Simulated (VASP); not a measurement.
# CuO (P6_3/mmc) in VASP: a series of runs, part 2 of 2

VASP 6.6.1. Earlier steps stand in the parts before.

## 3. Single point, LDA+U

Input file INCAR:

```
ALGO = Normal
EDIFF = 1E-6
ENCUT = 700
GGA = CA
GGA_COMPAT = F
ISIF = 2
ISMEAR = -1
LASPH = T
LCHARG = F
LDAU = T
LDAUJ = 0 0
LDAUL = 2 -1
LDAUPRINT = 1
LDAUTYPE = 2
LDAUU = 8 0
LMAXMIX = 4
LREAL = F
LWAVE = F
NBANDS = 33
NELM = 200
PREC = Accurate
SIGMA = 0.05
```

Input file KPOINTS:

```
k-points
0
Gamma
  10 10 6
```

Input file POSCAR:

```
CuO
1.0
    3.1795331000      0.0000000000      0.0000000000
   -1.5897665500      2.7535564400      0.0000000000
    0.0000000000      0.0000000000      4.4314907300
Cu O
2 2
Direct
    0.0000000000      0.0000000000      0.0000000000
    0.0000000000      0.0000000000      0.5000000000
    0.3333333333      0.6666666667      0.2500000000
    0.6666666667      0.3333333333      0.7500000000
```

Potentials or basis: VASP PAW LDA potentials, release 64 (Cu_sv_GW, O).

Launch:

```console
$ cat potpaw_LDA.64/Cu_sv_GW/POTCAR potpaw_LDA.64/O/POTCAR > POTCAR
$ mpirun -np 1 vasp_std > vasp.out
```

OUTCAR:

```text
EDIFF = 1E-6
   ENCUT = 700
   GGA = CA
   ISIF = 2
   ISMEAR = -1
   LASPH = T
   LREAL = F
   NELM = 200
   PREC = Accurate

 ion  position               nearest neighbor table
   1  0.000  0.000  0.000-   3 2.14   4 2.14   4 2.14   3 2.14   4 2.14   3 2.14   2 2.22   2 2.22

   2  0.000  0.000  0.500-   3 2.14   4 2.14   4 2.14   3 2.14   4 2.14   3 2.14   1 2.22   1 2.22

   3  0.333  0.667  0.250-   1 2.14   2 2.14   1 2.14   2 2.14   1 2.14   2 2.14
   4  0.667  0.333  0.750-   1 2.14   2 2.14   1 2.14   2 2.14   1 2.14   2 2.14

  LATTYP: Found a hexagonal cell.
 ALAT       =     3.1795331000
 C/A-ratio  =     1.3937551806

  Lattice vectors:

 A1 = (   3.1795331000,   0.0000000000,   0.0000000000)
 A2 = (  -1.5897665500,   2.7535564400,   0.0000000000)
 A3 = (   0.0000000000,   0.0000000000,   4.4314907300)

Analysis of symmetry for initial positions (statically):
=====================================================================
 Subroutine PRICEL returns:
 Original cell was already a primitive cell.

 Routine SETGRP: Setting up the symmetry group for a
 hexagonal supercell.

 Subroutine GETGRP returns: Found 24 space group operations
 (whereof 12 operations were pure point group operations)
 out of a pool of 24 trial point group operations.

[... 219 lines left out ...]
  o =  0.8700  v = -0.0000  0.7359 -0.0000 -0.0000  0.6771  0.0000  0.0000  0.0000  0.0000  0.0000      0.0000  0.0000  0.0000  0.0000  0.0000  0.0000  0.0000  0.0000  0.0000  0.0000
  o =  0.8700  v =  0.0000  0.0000  0.0000  0.0000  0.0000 -0.0000  0.7359 -0.0000 -0.0000  0.6771      0.0000  0.0000  0.0000  0.0000  0.0000  0.0000  0.0000  0.0000  0.0000  0.0000
  o =  0.9330  v =  0.0000 -0.0000 -1.0000 -0.0000  0.0000  0.0000  0.0000  0.0000  0.0000  0.0000      0.0000  0.0000  0.0000  0.0000  0.0000  0.0000  0.0000  0.0000  0.0000  0.0000
  o =  0.9330  v =  0.0000  0.0000  0.0000  0.0000  0.0000  0.0000 -0.0000 -1.0000 -0.0000  0.0000      0.0000  0.0000  0.0000  0.0000  0.0000  0.0000  0.0000  0.0000  0.0000  0.0000
  o =  0.9455  v =  0.7359 -0.0000  0.0000 -0.6771  0.0000  0.0000  0.0000  0.0000  0.0000  0.0000      0.0000  0.0000  0.0000  0.0000  0.0000  0.0000  0.0000  0.0000  0.0000  0.0000
  o =  0.9455  v =  0.0000  0.0000  0.0000  0.0000  0.0000  0.7359 -0.0000  0.0000 -0.6771  0.0000      0.0000  0.0000  0.0000  0.0000  0.0000  0.0000  0.0000  0.0000  0.0000  0.0000
  o =  0.9455  v =  0.0000  0.0000  0.0000  0.0000  0.0000 -0.0000 -0.6771  0.0000  0.0000  0.7359      0.0000  0.0000  0.0000  0.0000  0.0000  0.0000  0.0000  0.0000  0.0000  0.0000
  o =  0.9455  v = -0.0000 -0.6771  0.0000  0.0000  0.7359  0.0000  0.0000  0.0000  0.0000  0.0000      0.0000  0.0000  0.0000  0.0000  0.0000  0.0000  0.0000  0.0000  0.0000  0.0000

 number of electron      50.0000005 magnetization

 Free energy of the ion-electron system (eV)
  ---------------------------------------------------
  ext. energy  EPLUGINS =         0.00000000
  ---------------------------------------------------
  free energy    TOTEN  =       -15.16288730 eV

  energy without entropy =      -15.13792051  energy(sigma->0) =      -15.15040390

 E-fermi :   4.4352     XC(G=0): -13.1028

 val. band max:        4.4275110423   @ k =   0.3000   0.0000   0.0000
 cond. band min:       4.4367007382   @ k =   0.2000   0.2000   0.5000
 fundamental gap:      0.0091896959
 Fermi energy:         4.4351664932

 k-point     1 :       0.0000    0.0000    0.0000
  band No.  band energies     occupation
      1    -104.1658      2.00000
      2    -104.1298      2.00000
      3     -62.4177      2.00000
      4     -62.1569      2.00000
      5     -62.1569      2.00000
      6     -62.1273      2.00000
[... 853 lines left out ...]
     32      17.7927      0.00000
     33      18.8786      0.00000

 [... further k-points ...]

------------------------ aborting loop because EDIFF is reached ----------------------------------------

  FORCE on cell =-STRESS in cart. coord.  units (eV):
  Direction    XX          YY          ZZ          XY          YZ          ZX
  --------------------------------------------------------------------------------------
  -------------------------------------------------------------------------------------
  Total       -6.8825389     -6.8825389      2.8026618     -0.0000000      0.0000000      0.0000000
  in kB     -284.2183260   -284.2183266    115.7374993     -0.0000000      0.0000000      0.0000000
  external PRESSURE =    -150.8997178 kB  Pullay stress =       0.0000000 kB

 VOLUME and BASIS-vectors are now :
 -----------------------------------------------------------------------------
  energy-cutoff  :      700.00
  volume of cell :       38.80
      direct lattice vectors                 reciprocal lattice vectors
     3.179533100  0.000000000  0.000000000     0.314511587  0.181583349  0.000000000
    -1.589766550  2.753556440  0.000000000     0.000000000  0.363166698  0.000000000
     0.000000000  0.000000000  4.431490730     0.000000000  0.000000000  0.225657699

 POSITION                                       TOTAL-FORCE (eV/Angst)
 -----------------------------------------------------------------------------------
      0.00000      0.00000      0.00000        -0.000000      0.000000      0.000000
      0.00000      0.00000      2.21575        -0.000000      0.000000      0.000000
     -0.00000      1.83570      1.10787         0.000000      0.000000      0.000000
      1.58977      0.91785      3.32362        -0.000000     -0.000000      0.000000
 -----------------------------------------------------------------------------------
    total drift:                               -0.000000     -0.000000     -0.000000

  FREE ENERGIE OF THE ION-ELECTRON SYSTEM (eV)
  ---------------------------------------------------
  free  energy   TOTEN  =       -15.1628873000 eV

  energy  without entropy=      -15.1379205053  energy(sigma->0) =      -15.15040390
```

Run time: 70 s. Hardware: 1 thread of AMD EPYC 9R45 (Zen 5), shared host; peak memory 0.21 GiB.

Results:

* Free energy: -15.1629 eV
* Pressure: -15.1 GPa
* Band gap on the k mesh: zero (band 25 reaches 5.01 eV, above the bottom of band 26 at 3.87 eV)

Levels at points of the mesh, in eV from the Fermi level:
```tsv
k point	band 23	band 24	band 25	band 26	band 27	band 28
(0.00, 0.00, 0.00)	-1.06	-0.86	0.58	0.58	2.27	5.96
(0.50, 0.00, 0.00)	-2.21	-2.12	0.26	0.55	7.47	7.48
(0.00, 0.00, 0.50)	-0.14	-0.14	-0.14	-0.14	4.94	4.94
(0.50, 0.00, 0.50)	-0.62	-0.62	-0.54	-0.54	6.76	6.76
```

Eigenvalues of the final occupation matrices:
| site | spin | trace | eigenvalues |
| --- | --- | --- | --- |
| site 1 d | 1 | 4.56 | 0.87 0.87 0.93 0.95 0.95 |
| site 1 d | 2 | 4.56 | 0.87 0.87 0.93 0.95 0.95 |
| site 2 d | 1 | 4.56 | 0.87 0.87 0.93 0.95 0.95 |
| site 2 d | 2 | 4.56 | 0.87 0.87 0.93 0.95 0.95 |

Caveat: U without spin polarisation on a metal has little footing.

## 4. Single point, LDA+U

Input file INCAR:

```
SYSTEM = CuO
  ALGO = Normal
  EDIFF = 1E-6
  ENCUT = 700
  GGA = CA
  GGA_COMPAT = .False.
  ISIF = 2
  ISMEAR = -1
  LASPH = .True.
  LCHARG = .False.
  LDAU = .True.
  LDAUJ = 0 0
  LDAUL = 2 -1
  LDAUPRINT = 1
  LDAUTYPE = 2
  LDAUU = 5 0
  LMAXMIX = 4
  LREAL = .False.
  LWAVE = .False.
  NBANDS = 33
  NELM = 200
  PREC = Accurate
  SIGMA = 0.05
```

Input file KPOINTS:

```
k-points
0
Gamma
  10 10 6
  0 0 0
```

POSCAR is that of step 3.

Launch:

```console
$ cat potpaw_LDA.64/Cu_sv_GW/POTCAR potpaw_LDA.64/O/POTCAR > POTCAR
$ mpirun -np 1 vasp_std > vasp.out
```

Run time: 63 s. Hardware: 1 thread of Intel Xeon 6975P-C (Granite Rapids), shared host; peak memory 0.24 GiB.

Results (log left out):

| Quantity | Value |
| --- | --- |
| Free energy | -17.6065 eV |
| Pressure | -13.9 GPa |
| Band gap on the k mesh | zero (band 25 reaches 5.37 eV, above the bottom of band 26 at 4.24 eV) |

Stress tensor (GPa, compression positive):
```
-27.90   0.00   0.00
  0.00 -27.90   0.00
  0.00   0.00  14.02
```

Levels at points of the mesh, in eV from the Fermi level:
```tsv
k point	band 22	band 23	band 24	band 25	band 26	band 27	band 28	band 29
(0.00, 0.00, 0.00)	-1.94	-1.26	-0.57	0.59	0.59	1.93	5.56	11.72
(0.50, 0.00, 0.00)	-2.12	-1.94	-1.76	0.30	0.53	7.11	7.16	10.12
(0.00, 0.00, 0.50)	-2.53	-0.14	-0.14	-0.14	-0.14	4.62	4.62	14.22
(0.50, 0.00, 0.50)	-2.43	-0.60	-0.60	-0.55	-0.55	6.38	6.38	10.48
```

Eigenvalues of the final occupation matrices:
| site | spin | trace | eigenvalues |
| --- | --- | --- | --- |
| site 1 d | 1 | 4.52 | 0.86 0.86 0.93 0.94 0.94 |
| site 1 d | 2 | 4.52 | 0.86 0.86 0.93 0.94 0.94 |
| site 2 d | 1 | 4.52 | 0.86 0.86 0.93 0.94 0.94 |
| site 2 d | 2 | 4.52 | 0.86 0.86 0.93 0.94 0.94 |

Caveat: U without spin polarisation on a metal has little footing.

## 5. The runs side by side

```tsv
U	gap on the mesh (eV)	pressure (GPa)
Cu d U = 4.0 eV	none	-13.9
Cu d U = 8.0 eV	none	-15.1
Cu d U = 5.0 eV	none	-13.9
```

Alike in all rows: task single point; level LDA+U; potentials or basis VASP PAW LDA potentials, release 64 (Cu_sv_GW, O); no spin polarisation; cell as given; k mesh 10 × 10 × 6; cutoff (eV) 700; smearing fermi-dirac 0.05 eV.

Every run on the cell as given and a fine mesh finds a metal.

Caveats: U without spin polarisation on a metal has little footing.

Total energies depend on the potentials used, so only differences within one code and one set of settings carry meaning.
